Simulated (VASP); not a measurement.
# RuPb2 (Pnnm) in VASP: settings compared

RuPb2 is run at these levels: r2SCAN, RPBE; tasks: single point.

All numbers are computed with VASP 6.6.1; they aren't measurements. Logs are shortened: lines on timing, memory, paths and dates and some standing lists are left out, and cuts for length are marked.

## Step 1: The cell of the first run

Symmetry: Pnnm, No. 58, orthorhombic system. The conventional cell has a = 6.098 Å, b = 6.864 Å, c = 3.296 Å, α = 90.00°, β = 90.00°, γ = 90.00°. Within 3.6 Å of Ru (site symmetry 2/m) lie 6 Pb at 2.71 Å and 2 Ru at 3.30 Å. Within 3.6 Å of Pb (site symmetry m) lie 3 Ru at 2.71 Å and 3 Pb at 2.97 to 3.30 Å.

## Step 2: Single point, r2SCAN

Contents of POSCAR:

```
RuPb2
1.0
    6.0977172600      0.0000000000      0.0000000000
    0.0000000000      6.8635885300      0.0000000000
    0.0000000000      0.0000000000      3.2955451400
Ru Pb
2 4
Direct
    0.0000000000      0.0000000000      0.0000000000
    0.5000000000      0.5000000000      0.5000000000
    0.1848000000      0.3596000000      0.0000000000
    0.8152000000      0.6404000000      0.0000000000
    0.6848000000      0.1404000000      0.5000000000
    0.3152000000      0.8596000000      0.5000000000
```

Contents of INCAR.step1:

```
ALGO = Normal
EDIFF = 1E-4
ENCUT = 520
GGA = PE
ISMEAR = -1
LASPH = T
LCHARG = F
LREAL = F
LWAVE = T
NBANDS = 51
NELM = 100
PREC = Accurate
SIGMA = 0.1
```

Contents of INCAR.step2:

```
ALGO = Normal
EDIFF = 1E-6
ENCUT = 520
ISIF = 2
ISMEAR = -1
ISTART = 1
LASPH = T
LCHARG = F
LMIXTAU = T
LREAL = F
LWAVE = F
METAGGA = R2SCAN
NBANDS = 51
NELM = 100
PREC = Accurate
SIGMA = 0.1
```

Contents of KPOINTS:

```
k-points
0
Gamma
  3 3 6
```

Potentials or basis: VASP PAW PBE potentials, release 64 (Ru_pv, Pb_d).

Command:

```
> cat potpaw_PBE.64/Ru_pv/POTCAR potpaw_PBE.64/Pb_d/POTCAR > POTCAR
> cp INCAR.step1 INCAR
> mpirun -np 1 vasp_std > vasp.out
> cp INCAR.step2 INCAR
> mpirun -np 1 vasp_std > vasp.out
```

OUTCAR:

```text
EDIFF = 1E-6
   ENCUT = 520
   ISIF = 2
   ISMEAR = -1
   ISTART = 1
   LASPH = T
   LREAL = F
   METAGGA = R2SCAN
   NELM = 100
   PREC = Accurate

 ion  position               nearest neighbor table
   1  0.000  0.000  0.000-   5 2.71   6 2.71   5 2.71   6 2.71   3 2.71   4 2.71
   2  0.500  0.500  0.500-   3 2.71   4 2.71   3 2.71   4 2.71   5 2.71   6 2.71
   3  0.185  0.360  0.000-   2 2.71   2 2.71   1 2.71   4 2.97   5 3.78   5 3.78   5 3.78   5 3.78
                             6 3.89   6 3.89   6 3.89   6 3.89
   4  0.815  0.640  0.000-   2 2.71   2 2.71   1 2.71   3 2.97   6 3.78   6 3.78   6 3.78   6 3.78
                             5 3.89   5 3.89   5 3.89   5 3.89
   5  0.685  0.140  0.500-   1 2.71   1 2.71   2 2.71   6 2.97   3 3.78   3 3.78   3 3.78   3 3.78
                             4 3.89   4 3.89   4 3.89   4 3.89
   6  0.315  0.860  0.500-   1 2.71   1 2.71   2 2.71   5 2.97   4 3.78   4 3.78   4 3.78   4 3.78
                             3 3.89   3 3.89   3 3.89   3 3.89

  LATTYP: Found a simple orthorhombic cell.
 ALAT       =     3.2955451400
 B/A-ratio  =     1.8502909233
 C/A-ratio  =     2.0826868510

  Lattice vectors:

 A1 = (   0.0000000000,   0.0000000000,   3.2955451400)
 A2 = (   6.0977172600,   0.0000000000,   0.0000000000)
 A3 = (   0.0000000000,   6.8635885300,   0.0000000000)

Analysis of symmetry for initial positions (statically):
=====================================================================
 Subroutine PRICEL returns:
 Original cell was already a primitive cell.

 Routine SETGRP: Setting up the symmetry group for a
 simple orthorhombic supercell.

 Subroutine GETGRP returns: Found  8 space group operations
 (whereof  4 operations were pure point group operations)
 out of a pool of  8 trial point group operations.

The static configuration has the point symmetry C_2h.
 The point group associated with its full space group is D_2h.

Analysis of symmetry for dynamics (positions and initial velocities):
=====================================================================
 Subroutine PRICEL returns:
 Original cell was already a primitive cell.

 Routine SETGRP: Setting up the symmetry group for a
 simple orthorhombic supercell.

 Subroutine GETGRP returns: Found  8 space group operations
 (whereof  4 operations were pure point group operations)
 out of a pool of  8 trial point group operations.

The dynamic configuration has the point symmetry C_2h.
 The point group associated with its full space group is D_2h.

 Subroutine INISYM returns: Found  8 space group operations
 (whereof  4 operations are pure point group operations),
 and found     1 'primitive' translations

----------------------------------------------------------------------------------------

                                     Primitive cell

  volume of cell :     137.9259

  direct lattice vectors                    reciprocal lattice vectors
     6.097717260  0.000000000  0.000000000     0.163995797  0.000000000  0.000000000
     0.000000000  6.863588530  0.000000000     0.000000000  0.145696380  0.000000000
     0.000000000  0.000000000  3.295545140     0.000000000  0.000000000  0.303439934

  length of vectors
     6.097717260  6.863588530  3.295545140     0.163995797  0.145696380  0.303439934

  position of ions in fractional coordinates (direct lattice)
     0.000000000  0.000000000  0.000000000
     0.500000000  0.500000000  0.500000000
     0.184800000  0.359600000  0.000000000
     0.815200000  0.640400000  0.000000000
     0.684800000  0.140400000  0.500000000
     0.315200000  0.859600000  0.500000000

  ion indices of the primitive-cell ions
   primitive index   ion index
                 1           1
                 2           2
                 3           3
                 4           4
                 5           5
                 6           6

----------------------------------------------------------------------------------------

 KPOINTS: k-points

Automatic generation of k-mesh.
 Grid dimensions read from file:
 generate k-points for:    3    3    6

 Generating k-lattice:

  Cartesian coordinates                     Fractional coordinates (reciprocal lattice)
     0.054665266  0.000000000  0.000000000     0.333333333  0.000000000  0.000000000
     0.000000000  0.048565460  0.000000000     0.000000000  0.333333333  0.000000000
     0.000000000  0.000000000  0.050573322     0.000000000  0.000000000  0.166666667

  Length of vectors
     0.054665266  0.048565460  0.050573322

  Shift w.r.t. Gamma in fractional coordinates (k-lattice)
     0.000000000  0.000000000  0.000000000

 Subroutine IBZKPT returns following result:
 ===========================================

 Found     16 irreducible k-points:

 Following reciprocal coordinates:
            Coordinates               Weight
  0.000000  0.000000  0.000000      1.000000
  0.333333  0.000000  0.000000      2.000000
  0.000000  0.333333  0.000000      2.000000
  0.333333  0.333333  0.000000      4.000000
  0.000000  0.000000  0.166667      2.000000
  0.333333  0.000000  0.166667      4.000000
[... 8 lines left out ...]
  0.000000  0.333333  0.500000      2.000000
  0.333333  0.333333  0.500000      4.000000
   k-points           NKPTS =     16   k-points in BZ     NKDIM =     16   number of bands    NBANDS=     51
   number of dos      NEDOS =    301   number of ions     NIONS =      6
   total plane-waves  NPLWV =  72576
   dimension x,y,z NGX =    48 NGY =   54 NGZ =   28
   dimension x,y,z NGXF=    96 NGYF=  108 NGZF=   56
   ions per type =               2   4
   NGX,Y,Z   is equivalent  to a cutoff of  13.09, 13.08, 14.12 a.u.
   NGXF,Y,Z  is equivalent  to a cutoff of  26.17, 26.16, 28.25 a.u.
 SYSTEM =  unknown system
   PREC   = accura    normal or accurate (medium, high low for compatibility)
   ISTART =      1    job   : 0-new  1-cont  2-samecut
   ICHARG =      0    charge: 1-file 2-atom 10-const
   ISPIN  =      1    spin polarized calculation?
   LNONCOLLINEAR =      F non collinear calculations
   LSORBIT =      F    spin-orbit coupling
   LASPH  =      T    aspherical Exc in radial PAW
   ENCUT  =  520.0 eV  38.22 Ry    6.18 a.u.  11.34 12.76  6.13*2*pi/ulx,y,z
   NELM   =    100;   NELMIN=  2; NELMDL=  0     # of ELM steps
   EDIFF  = 0.1E-05   stopping-criterion for ELM
   LREAL  =      F    real-space projection
   EDIFFG = 0.1E-04   stopping-criterion for IOM
   NSW    =      0    number of steps for IOM
   IBRION =     -1    ionic relax: 0-MD 1-quasi-New 2-CG
   NFREE  =      0    steps in history (QN), initial steepest desc. (CG)
   ISIF   =      2    stress and relaxation
   ISYM   =      2    0-nonsym 1-usesym 2-fastsym
   POTIM  = 0.5000    time-step for ionic-motion
   TEBEG  =    0.0;   TEEND  =   0.0 temperature during run
   PSTRESS=    0.0 pullay stress
   NELECT =      84.0000    total number of electrons
   NUPDOWN=      -1.0000    fix difference up-down
   EMIN   =  10.00;   EMAX   =-10.00  energy-range for DOS
   EFERMI =   0.00;   METHOD = LEGACY
   ISMEAR =    -1;   SIGMA  =   0.10  broadening in eV -4-tet -1-fermi 0-gaus
   EFERMI_NEDOS =   21; number of points for ismear=-14 and -15
   IALGO  =     38    algorithm
   IMIX   =      4    mixing-type and parameters
     AMIX     =   0.40;   BMIX     =  1.00
     AMIX_MAG =   1.60;   BMIX_MAG =  1.00
  volume/ion in A,a.u.               =      22.99       155.13
  Fermi-wavevector in a.u.,A,eV,Ry     =   1.387669  2.622315 26.199735  1.925626
  Thomas-Fermi vector in A             =   2.511868
   LORBIT       =      0    0 simple, 1 ext, 2 COOP (PROOUT), +10 PAW based schemes
   METAGGA = R2SCAN    functional components
   LHFCALC =     F    Hartree Fock is set to
   AEXX    =    0.0000 exact exchange contribution
   IVDW    =     0    specifies the selected vdW correction
   LEPSILON=     F    determine dielectric tensor
   LRPA    =     F    only Hartree local field effects (RPA)
 non-spin polarized calculation
  energy-cutoff  :      520.00
  volume of cell :      137.93
 maximum number of plane-waves:      3730
 NGX is ok and might be reduce to    48
   NGX = 23   NGY = 25   NGZ = 13

 number of electron      84.0000003 magnetization

 Free energy of the ion-electron system (eV)
  ---------------------------------------------------
  ext. energy  EPLUGINS =         0.00000000
  ---------------------------------------------------
  free energy    TOTEN  =      -273.73469385 eV

  energy without entropy =     -273.59593977  energy(sigma->0) =     -273.66531681

 E-fermi :   8.4566     XC(G=0): -12.1064

 val. band max:        8.4107844074   @ k =   0.0000   0.0000   0.0000
 cond. band min:       8.4639833831   @ k =   0.0000   0.0000   0.1667
 fundamental gap:      0.0531989756
 Fermi energy:         8.4566465599

 k-point     1 :       0.0000    0.0000    0.0000
  band No.  band energies     occupation
      1     -34.6963      2.00000
      2     -34.6943      2.00000
      3     -34.6013      2.00000
      4     -34.6007      2.00000
      5     -34.5892      2.00000
      6     -34.5870      2.00000
[... 43 lines left out ...]
     50      15.6054      0.00000
     51      15.7127      0.00000

 k-point     2 :       0.3333    0.0000    0.0000
  band No.  band energies     occupation
      1     -34.6958      2.00000
      2     -34.6948      2.00000
      3     -34.6012      2.00000
      4     -34.6009      2.00000
      5     -34.5887      2.00000
      6     -34.5876      2.00000
[... 43 lines left out ...]
     50      15.7425      0.00000
     51      16.1486      0.00000

 k-point     3 :       0.0000    0.3333    0.0000
  band No.  band energies     occupation
      1     -34.6958      2.00000
      2     -34.6948      2.00000
      3     -34.6012      2.00000
      4     -34.6009      2.00000
      5     -34.5887      2.00000
      6     -34.5876      2.00000
[... 43 lines left out ...]
     50      14.7244      0.00000
     51      17.5528      0.00000
[... 595 lines left out ...]
 k-point    15 :       0.0000    0.3333    0.5000
  band No.  band energies     occupation
      1     -34.6877      2.00000
      2     -34.6877      2.00000
      3     -34.6773      2.00000
      4     -34.6773      2.00000
      5     -34.5813      2.00000
      6     -34.5813      2.00000
[... 43 lines left out ...]
     50      12.5989      0.00000
     51      14.5426      0.00000

 k-point    16 :       0.3333    0.3333    0.5000
  band No.  band energies     occupation
      1     -34.6877      2.00000
      2     -34.6877      2.00000
      3     -34.6773      2.00000
      4     -34.6773      2.00000
      5     -34.5814      2.00000
      6     -34.5814      2.00000
[... 43 lines left out ...]
     50      13.1529      0.00000
     51      14.3641      0.00000

------------------------ aborting loop because EDIFF is reached ----------------------------------------

  FORCE on cell =-STRESS in cart. coord.  units (eV):
  Direction    XX          YY          ZZ          XY          YZ          ZX
  --------------------------------------------------------------------------------------
  -------------------------------------------------------------------------------------
  Total        6.9714498      4.1029422      2.6375966      0.0000000      0.0000000      0.0000000
  in kB       80.9818884     47.6606757     30.6389000      0.0000000      0.0000000      0.0000000
  external PRESSURE =      53.0938214 kB  Pullay stress =       0.0000000 kB

 VOLUME and BASIS-vectors are now :
 -----------------------------------------------------------------------------
  energy-cutoff  :      520.00
  volume of cell :      137.93
      direct lattice vectors                 reciprocal lattice vectors
     6.097717260  0.000000000  0.000000000     0.163995797  0.000000000  0.000000000
     0.000000000  6.863588530  0.000000000     0.000000000  0.145696380  0.000000000
     0.000000000  0.000000000  3.295545140     0.000000000  0.000000000  0.303439934

 POSITION                                       TOTAL-FORCE (eV/Angst)
 -----------------------------------------------------------------------------------
      0.00000      0.00000      0.00000         0.000000     -0.000000      0.000000
      3.04886      3.43179      1.64777         0.000000     -0.000000      0.000000
      1.12686      2.46815      0.00000         0.671858     -0.564286     -0.000000
      4.97086      4.39544      0.00000        -0.671858      0.564286      0.000000
      4.17572      0.96365      1.64777         0.671858      0.564286     -0.000000
      1.92200      5.89994      1.64777        -0.671858     -0.564286      0.000000
 -----------------------------------------------------------------------------------
    total drift:                                0.000000     -0.000000     -0.000000

  FREE ENERGIE OF THE ION-ELECTRON SYSTEM (eV)
  ---------------------------------------------------
  free  energy   TOTEN  =      -273.7346938486 eV

  energy  without entropy=     -273.5959397700  energy(sigma->0) =     -273.66531681
```

Run time: 4.7 min. Hardware: 1 thread of AMD EPYC 9R45 (Zen 5), shared host; peak memory 0.3 GiB.

Results:

* Free energy: -273.7347 eV
* Pressure: 5.3 GPa
* Largest force: 0.877 eV/Å
* Band gap on the k mesh: zero (bands 42 and 43 overlap by 0.21 eV)

Forces on the atoms (eV/Å):
```
Ru   0.000  0.000  0.000
Ru   0.000  0.000  0.000
Pb   0.672 -0.564  0.000
Pb  -0.672  0.564  0.000
Pb   0.672  0.564  0.000
Pb  -0.672 -0.564  0.000
```

Stress tensor (GPa, compression positive):
```
8.10 0.00 0.00
0.00 4.77 0.00
0.00 0.00 3.06
```

Caveat: the cell stands under pressure; the PAW data sets were made with another functional, which shifts forces and pressure a little; spin-orbit coupling is left out, which moves the levels of the heavy elements.

## Step 3: Single point, RPBE

Contents of INCAR:

```
SYSTEM = RuPb2
PREC = Accurate
ENCUT = 520
EDIFF = 1E-6
ISMEAR = -1
SIGMA = 0.1
LREAL = .FALSE.
LASPH = .TRUE.
NELM = 100
ALGO = Fast
ISIF = 2
LWAVE = .FALSE.
LCHARG = .FALSE.
GGA = RP
NBANDS = 51
```

Contents of KPOINTS:

```
Automatic mesh
0
G
  3 3 6
  0 0 0
```

POSCAR is that of step 2.

Potentials or basis: VASP PAW PBE potentials, release 64 (Ru_pv, Pb_d).

Command:

```
> cat potpaw_PBE.64/Ru_pv/POTCAR potpaw_PBE.64/Pb_d/POTCAR > POTCAR
> mpirun -np 1 vasp_std > vasp.out
```

Run time: 97 s. Hardware: 1 thread of AMD EPYC 9R45 (Zen 5), shared host; peak memory 0.27 GiB.

It converged, with:

```yaml
Free_energy: -26.9249 eV
Pressure: 10.0 GPa
Largest_force: 0.810 eV/Å
Band_gap_on_the_k_mesh: zero (bands 42 and 43 overlap by 0.21 eV)
```

Forces on the atoms (eV/Å):
```
Ru   0.000  0.000  0.000
Ru   0.000  0.000  0.000
Pb   0.518 -0.623  0.000
Pb  -0.518  0.623  0.000
Pb   0.518  0.623  0.000
Pb  -0.518 -0.623  0.000
```

Stress tensor (GPa, compression positive):
```
13.18  0.00  0.00
 0.00  9.56  0.00
 0.00  0.00  7.11
```

Levels at points of the mesh, in eV from the Fermi level:
```tsv
k point	band 38	band 39	band 40	band 41	band 42	band 43	band 44	band 45	band 46	band 47
(0.00, 0.00, 0.00)	-1.12	-1.03	-0.94	-0.34	-0.28	-0.08	0.05	2.14	4.00	5.57
(0.00, 0.00, 0.50)	-1.46	-1.40	-1.40	-0.21	-0.21	0.24	0.24	1.17	1.17	2.90
```

Caveat: the cell stands under pressure; the PAW data sets were made with another functional, which shifts forces and pressure a little; spin-orbit coupling is left out, which moves the levels of the heavy elements.
